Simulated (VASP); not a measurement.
# As (Cmce) in VASP: relaxation of cell and atoms with LDA

Aim: the relaxation of cell and atoms of As with LDA.

Program: VASP 6.6.1. These are calculated values, not measurements. Logs are shortened: lines on timing, memory, paths and dates and some standing lists are left out, and cuts for length are marked.

## Step 1: The cell of the first run

The structure is orthorhombic, space group Cmce (No. 64). Conventional cell: a = 3.630 Å, b = 10.960 Å, c = 4.450 Å, α = 90.00°, β = 90.00°, γ = 90.00°. As (site symmetry m) has 3 As at 2.29 to 2.31 Å within 3.0 Å.

## Step 2: Relaxation of cell and atoms, LDA

File INCAR:

```
  PREC = Accurate
  ENCUT = 600
  EDIFF = 1E-7
  ISMEAR = -1
  SIGMA = 0.1
  LREAL = False
  LASPH = True
  NELM = 100
  ALGO = Normal
  ISIF = 3
  LWAVE = False
  LCHARG = False
  GGA = CA
  IBRION = 2
  NSW = 80
  EDIFFG = -0.01
```

File KPOINTS:

```
regular mesh
0
Gamma
  9 9 7
```

File POSCAR:

```
As
1.0
    1.8150000000     -5.4800000000      0.0000000000
    1.8150000000      5.4800000000      0.0000000000
    0.0000000000      0.0000000000      4.4500000000
As
4
Direct
    0.0980000000      0.9020000000      0.9100000000
    0.5980000000      0.4020000000      0.5900000000
    0.9020000000      0.0980000000      0.0900000000
    0.4020000000      0.5980000000      0.4100000000
```

Potentials or basis: VASP PAW LDA potentials, release 64 (As).

Command:

```console
$ cat potpaw_LDA.64/As/POTCAR > POTCAR
$ mpirun -np 1 vasp_std > vasp.out
```

OUTCAR:

```text
PREC = Accurate
   ENCUT = 600
   EDIFF = 1E-7
   ISMEAR = -1
   LREAL = False
   LASPH = True
   NELM = 100
   ISIF = 3
   GGA = CA
   IBRION = 2
   NSW = 80
   EDIFFG = -0.01

 ion  position               nearest neighbor table
   1  0.098  0.902  0.910-   3 2.29   2 2.31   2 2.31
   2  0.598  0.402  0.590-   4 2.29   1 2.31   1 2.31
   3  0.902  0.098  0.090-   1 2.29   4 2.31   4 2.31
   4  0.402  0.598  0.410-   2 2.29   3 2.31   3 2.31

  LATTYP: Found a base centered orthorhombic cell.
 ALAT       =     3.6300000000
 B/A-ratio  =     3.0192837466
 C/A-ratio  =     1.2258953168

  Lattice vectors:

 A1 = (   1.8150000000,  -5.4800000000,   0.0000000000)
 A2 = (   1.8150000000,   5.4800000000,   0.0000000000)
 A3 = (   0.0000000000,   0.0000000000,   4.4500000000)

Analysis of symmetry for initial positions (statically):
=====================================================================
 Subroutine PRICEL returns:
 Original cell was already a primitive cell.

 Routine SETGRP: Setting up the symmetry group for a
 base centered orthorhombic supercell.

 Subroutine GETGRP returns: Found  8 space group operations
 (whereof  4 operations were pure point group operations)
 out of a pool of  8 trial point group operations.

The static configuration has the point symmetry C_2h.
 The point group associated with its full space group is D_2h.

Analysis of symmetry for dynamics (positions and initial velocities):
=====================================================================
 Subroutine PRICEL returns:
 Original cell was already a primitive cell.

 Routine SETGRP: Setting up the symmetry group for a
 base centered orthorhombic supercell.

 Subroutine GETGRP returns: Found  8 space group operations
 (whereof  4 operations were pure point group operations)
 out of a pool of  8 trial point group operations.

The dynamic configuration has the point symmetry C_2h.
 The point group associated with its full space group is D_2h.

 Subroutine INISYM returns: Found  8 space group operations
 (whereof  4 operations are pure point group operations),
 and found     1 'primitive' translations

----------------------------------------------------------------------------------------

                                     Primitive cell

  volume of cell :      88.5212

  direct lattice vectors                    reciprocal lattice vectors
     1.815000000 -5.480000000  0.000000000     0.275482094 -0.091240876  0.000000000
     1.815000000  5.480000000  0.000000000     0.275482094  0.091240876  0.000000000
     0.000000000  0.000000000  4.450000000     0.000000000  0.000000000  0.224719101

  length of vectors
     5.772748479  5.772748479  4.450000000     0.290198693  0.290198693  0.224719101

  position of ions in fractional coordinates (direct lattice)
     0.098000000  0.902000000  0.910000000
     0.598000000  0.402000000  0.590000000
     0.902000000  0.098000000  0.090000000
     0.402000000  0.598000000  0.410000000

  ion indices of the primitive-cell ions
   primitive index   ion index
                 1           1
                 2           2
                 3           3
                 4           4

----------------------------------------------------------------------------------------

 KPOINTS: regular mesh

Automatic generation of k-mesh.
 Grid dimensions read from file:
 generate k-points for:    9    9    7

 Generating k-lattice:

  Cartesian coordinates                     Fractional coordinates (reciprocal lattice)
     0.030609122 -0.010137875  0.000000000     0.111111111  0.000000000  0.000000000
     0.030609122  0.010137875  0.000000000     0.000000000  0.111111111  0.000000000
     0.000000000  0.000000000  0.032102729     0.000000000  0.000000000  0.142857143

  Length of vectors
     0.032244299  0.032244299  0.032102729

  Shift w.r.t. Gamma in fractional coordinates (k-lattice)
     0.000000000  0.000000000  0.000000000

 Subroutine IBZKPT returns following result:
 ===========================================

 Found    100 irreducible k-points:

 Following reciprocal coordinates:
            Coordinates               Weight
  0.000000  0.000000  0.000000      1.000000
  0.111111 -0.000000  0.000000      4.000000
  0.222222  0.000000  0.000000      4.000000
  0.333333  0.000000  0.000000      4.000000
  0.444444  0.000000  0.000000      4.000000
  0.111111  0.111111  0.000000      2.000000
[... 16 lines left out ...]
 -0.333333  0.333333  0.000000      2.000000
  0.444444  0.444444  0.000000      2.000000
 [... further k-points ...]
   k-points           NKPTS =    100   k-points in BZ     NKDIM =    100   number of bands    NBANDS=     14
   number of dos      NEDOS =    301   number of ions     NIONS =      4
   total plane-waves  NPLWV =  82944
   dimension x,y,z NGX =    48 NGY =   48 NGZ =   36
   dimension x,y,z NGXF=    96 NGYF=   96 NGZF=   72
   ions per type =               4
   NGX,Y,Z   is equivalent  to a cutoff of  13.82, 13.82, 13.45 a.u.
   NGXF,Y,Z  is equivalent  to a cutoff of  27.65, 27.65, 26.90 a.u.
 SYSTEM =  unknown system
   PREC   = accura    normal or accurate (medium, high low for compatibility)
   ISTART =      0    job   : 0-new  1-cont  2-samecut
   ICHARG =      2    charge: 1-file 2-atom 10-const
   ISPIN  =      1    spin polarized calculation?
   LNONCOLLINEAR =      F non collinear calculations
   LSORBIT =      F    spin-orbit coupling
   LASPH  =      T    aspherical Exc in radial PAW
   ENCUT  =  600.0 eV  44.10 Ry    6.64 a.u.  11.53 11.53  8.89*2*pi/ulx,y,z
   NELM   =    100;   NELMIN=  2; NELMDL= -5     # of ELM steps
   EDIFF  = 0.1E-06   stopping-criterion for ELM
   LREAL  =      F    real-space projection
   EDIFFG = -.1E-01   stopping-criterion for IOM
   NSW    =     80    number of steps for IOM
   IBRION =      2    ionic relax: 0-MD 1-quasi-New 2-CG
   NFREE  =      1    steps in history (QN), initial steepest desc. (CG)
   ISIF   =      3    stress and relaxation
   ISYM   =      2    0-nonsym 1-usesym 2-fastsym
   POTIM  = 0.5000    time-step for ionic-motion
   TEBEG  =    0.0;   TEEND  =   0.0 temperature during run
   PSTRESS=    0.0 pullay stress
   NELECT =      20.0000    total number of electrons
   NUPDOWN=      -1.0000    fix difference up-down
   EMIN   =  10.00;   EMAX   =-10.00  energy-range for DOS
   EFERMI =   0.00;   METHOD = LEGACY
   ISMEAR =    -1;   SIGMA  =   0.10  broadening in eV -4-tet -1-fermi 0-gaus
   EFERMI_NEDOS =   21; number of points for ismear=-14 and -15
   IALGO  =     38    algorithm
   IMIX   =      4    mixing-type and parameters
     AMIX     =   0.40;   BMIX     =  1.00
     AMIX_MAG =   1.60;   BMIX_MAG =  1.00
  volume/ion in A,a.u.               =      22.13       149.34
  Fermi-wavevector in a.u.,A,eV,Ry     =   0.997093  1.884233 13.526843  0.994195
  Thomas-Fermi vector in A             =   2.129226
   LORBIT       =      0    0 simple, 1 ext, 2 COOP (PROOUT), +10 PAW based schemes
   GGA     = CA    functional components
   LHFCALC =     F    Hartree Fock is set to
   AEXX    =    0.0000 exact exchange contribution
   IVDW    =     0    specifies the selected vdW correction
   LEPSILON=     F    determine dielectric tensor
   LRPA    =     F    only Hartree local field effects (RPA)
 conjugate gradient relaxation of ions
 non-spin polarized calculation
  energy-cutoff  :      600.00
  volume of cell :       88.52
 maximum number of plane-waves:      2987
 NGX is ok and might be reduce to    48
   NGX = 23   NGY = 23   NGZ = 17

--------------------------------------- Ionic step        1  -------------------------------------------

 number of electron      20.0000002 magnetization

 Free energy of the ion-electron system (eV)
  ---------------------------------------------------
  ext. energy  EPLUGINS =         0.00000000
  ---------------------------------------------------
  free energy    TOTEN  =       -20.24624913 eV

  energy without entropy =      -20.23568519  energy(sigma->0) =      -20.24096716

------------------------ aborting loop because EDIFF is reached ----------------------------------------

  FORCE on cell =-STRESS in cart. coord.  units (eV):
  Direction    XX          YY          ZZ          XY          YZ          ZX
  --------------------------------------------------------------------------------------
  -------------------------------------------------------------------------------------
  Total        6.8580452      7.7979802      7.7817432      0.0000000      0.0000000      0.0000000
  in kB      124.1262780    141.1385053    140.8446265      0.0000000      0.0000000      0.0000000
  external PRESSURE =     135.3698033 kB  Pullay stress =       0.0000000 kB
[... 917 lines left out ...]
  band No.  band energies     occupation
      1      -9.7018      2.00000
      2      -8.0431      2.00000
      3      -4.4342      2.00000
      4      -1.6956      2.00000
      5       0.3177      2.00000
      6       0.3508      2.00000
      7       1.1276      2.00000
      8       2.9305      2.00000
      9       3.2092      2.00000
     10       4.4602      1.98228
     11       5.0282      0.55278
     12       7.4043      0.00000
     13       7.5989      0.00000
     14       8.0299      0.00000

 [... further k-points ...]

[... ionic steps 4 to 19 ...]

--------------------------------------- Ionic step       20  -------------------------------------------

 number of electron      19.9999999 magnetization

------------------------ aborting loop because EDIFF is reached ----------------------------------------

  FORCE on cell =-STRESS in cart. coord.  units (eV):
  Direction    XX          YY          ZZ          XY          YZ          ZX
  --------------------------------------------------------------------------------------
  -------------------------------------------------------------------------------------
  Total        0.0043161      0.0656530      0.0104032      0.0000000     -0.0000000      0.0000000
  in kB        0.0817362      1.2433051      0.1970109      0.0000000     -0.0000000      0.0000000
  external PRESSURE =       0.5073507 kB  Pullay stress =       0.0000000 kB
[... 61 lines left out ...]
  energy  without entropy=      -21.3549256806  energy(sigma->0) =      -21.36248387

--------------------------------------- Ionic step       22  -------------------------------------------

 number of electron      19.9999999 magnetization

 Free energy of the ion-electron system (eV)
  ---------------------------------------------------
  ext. energy  EPLUGINS =         0.00000000
  ---------------------------------------------------
  free energy    TOTEN  =       -21.37018582 eV

  energy without entropy =      -21.35466969  energy(sigma->0) =      -21.36242776

 E-fermi :   5.2881     XC(G=0): -10.2488

 val. band max:        5.2765940014   @ k =   0.4444   0.4444   0.1429
 cond. band min:       5.3134549289   @ k =  -0.4444   0.4444   0.0000
 fundamental gap:      0.0368609274
 Fermi energy:         5.2880967467

 k-point     1 :       0.0000    0.0000    0.0000
  band No.  band energies     occupation
      1      -9.6705      2.00000
      2      -6.6413      2.00000
      3      -3.7766      2.00000
      4      -1.0267      2.00000
      5      -0.5017      2.00000
      6       0.9961      2.00000
      7       1.9113      2.00000
      8       2.9661      2.00000
      9       3.2889      2.00000
     10       4.5038      1.99922
     11       7.2887      0.00000
     12       7.8109      0.00000
[... 424 lines left out ...]
  FREE ENERGIE OF THE ION-ELECTRON SYSTEM (eV)
  ---------------------------------------------------
  free  energy   TOTEN  =       -21.3701858236 eV

  energy  without entropy=      -21.3546696864  energy(sigma->0) =      -21.36242776

 reached required accuracy - stopping structural energy minimisation
```

It took 22 min on 1 thread of Intel Xeon Platinum 8488C (Sapphire Rapids), shared host; peak memory 0.32 GiB.

Results:

```yaml
Free_energy: -21.3702 eV
Relaxed_volume: 21.14 Å³/atom
Relaxed_cell: a = 5.699 Å, b = 5.699 Å, c = 4.218 Å, α = 90.00°, β = 90.00°, γ = 141.89°
Space_group_after_relaxing_to_0.1_Å: Cmce (No. 64)
Energy_gained_by_relaxing: 281.0 meV/atom
Ionic_steps: 22
Pressure_after_relaxing: 0.0 GPa
Largest_force_after_relaxing: 0.005 eV/Å
Band_gap_on_the_k_mesh: zero (bands 10 and 11 overlap by 0.23 eV)
```

Forces in eV/Å, atoms in the order of the input:
```
As   0.000  0.000  0.005
As   0.000  0.000 -0.005
As   0.000  0.000 -0.005
As   0.000  0.000  0.005
```

Step by step:
| step | energy change (eV) | largest force (eV/Å) | pressure (GPa) | volume (Å³) |
| --- | --- | --- | --- | --- |
| 1 | 0.0000 | 2.9618 | 13.54 | 88.52 |
| 2 | -0.1547 | 1.1839 | -10.01 | 114.70 |
| 3 | -0.8629 | 0.4685 | -2.40 | 100.85 |
| 4 | -0.8646 | 0.5425 | -1.95 | 100.32 |
| 5 | -0.8645 | 0.5779 | -1.74 | 100.07 |
| 6 | -0.9596 | 0.3599 | -1.34 | 97.28 |
| 7 | -1.0059 | 0.2384 | -0.76 | 94.03 |
| 8 | -1.0061 | 0.2474 | -0.70 | 93.72 |
| 9 | -1.0328 | 0.2055 | 0.12 | 91.42 |
| 10 | -1.0422 | 0.3456 | 1.08 | 89.15 |
| 11 | -1.0555 | 0.3154 | 0.91 | 88.67 |
| 12 | -1.0881 | 0.2336 | 0.47 | 87.23 |
| 13 | -1.1148 | 0.2075 | -0.05 | 84.31 |
| 14 | -1.1207 | 0.0894 | 0.05 | 84.29 |
| 15 | -1.1216 | 0.0279 | 0.13 | 84.28 |
| 16 | -1.1223 | 0.0241 | 0.05 | 84.40 |
| 17 | -1.1232 | 0.0180 | -0.17 | 84.77 |
| 18 | -1.1232 | 0.0182 | -0.20 | 84.82 |
| 19 | -1.1236 | 0.0368 | 0.06 | 84.60 |
| 20 | -1.1236 | 0.0360 | 0.05 | 84.60 |
| 21 | -1.1238 | 0.0238 | 0.02 | 84.58 |
| 22 | -1.1239 | 0.0048 | -0.02 | 84.54 |

Final structure:
```cif
data_structure
_symmetry_space_group_name_H-M 'P 1'
_symmetry_Int_Tables_number 1
_cell_length_a 5.6985
_cell_length_b 5.6985
_cell_length_c 4.2179
_cell_angle_alpha 90.000
_cell_angle_beta 90.000
_cell_angle_gamma 141.885
_cell_volume 84.54
loop_
_atom_site_label
_atom_site_type_symbol
_atom_site_fract_x
_atom_site_fract_y
_atom_site_fract_z
_atom_site_occupancy
As1 As 0.11295 0.88705 0.94660 1
As2 As 0.61295 0.38705 0.55340 1
As3 As 0.88705 0.11295 0.05340 1
As4 As 0.38705 0.61295 0.44660 1
```

LDA usually gives volumes a few per cent too small. Zero-point motion and thermal expansion aren't in these numbers.

The gap in the log of VASP goes by the Fermi energy; the results here count the filled bands.